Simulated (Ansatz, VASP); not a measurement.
**InAs in VASP and in Ansatz**

The input INCAR:

```
SYSTEM = InAs
  PREC = Accurate
  ENCUT = 520
  EDIFF = 1E-6
  ISMEAR = 0
  SIGMA = 0.025
  LREAL = .FALSE.
  LASPH = .TRUE.
  NELM = 80
  ALGO = Normal
  ISIF = 2
  LWAVE = .FALSE.
  LCHARG = .FALSE.
  GGA = PE
  NBANDS = 16
```

Contents of KPOINTS:

```
Automatic mesh
0
G
  8 8 8
  0 0 0
```

POSCAR

```
InAs
1.0
    0.0000000000      3.0180000000      3.0180000000
    3.0180000000      0.0000000000      3.0180000000
    3.0180000000      3.0180000000      0.0000000000
In As
1 1
Direct
    0.0000000000      0.0000000000      0.0000000000
    0.7500000000      0.7500000000      0.7500000000
```

Contents of input.yaml:

```yaml
crystal:
  lattice:
    - [0.0, 3.018, 3.018]
    - [3.018, 0.0, 3.018]
    - [3.018, 3.018, 0.0]
  atoms:
    - { symbol: In, position: [0.0, 0.0, 0.0] }
    - { symbol: As, position: [0.75, 0.75, 0.75] }
hamiltonian:
  xc: pbe
  pseudopotentials: { kind: paw }
kpoints:
  mp_grid: { grid: [8, 8, 8] }
scf:
  occupations: { method: gaussian, width: 0.025 }
output:
  forces: true
  stress: true
  eigenvalues: true
  write_density: true
  write_potential: true
  elf: true
  volumetric_format: npy
```

Alike in both runs: task single point; functional PBE; k mesh 8 × 8 × 8; occupations gaussian, width 0.025 eV; no spin polarisation.

|  | VASP | Ansatz |
| --- | --- | --- |
| version | VASP 6.6.1 | Ansatz 0.2.0 |
| potentials or method | VASP PAW PBE potentials, release 64 (In_d, As) | Ansatz PAW |
| plane-wave cutoff (eV) | 520 | 420 |
| valence electrons in the cell | 18 | 28 |

Ansatz gave:

- gap on the k mesh at the Fermi level (eV): none
- pressure (GPa): 4.3

What did VASP give for the same quantities?

gap on the k mesh at the Fermi level (eV): none; pressure (GPa): 4.4.

A gap of «none» marks a metal or a gap that the smearing closes. VASP's potentials hold 18 valence electrons a cell and Ansatz's 28, so a difference there can come from the potentials and not from the codes.
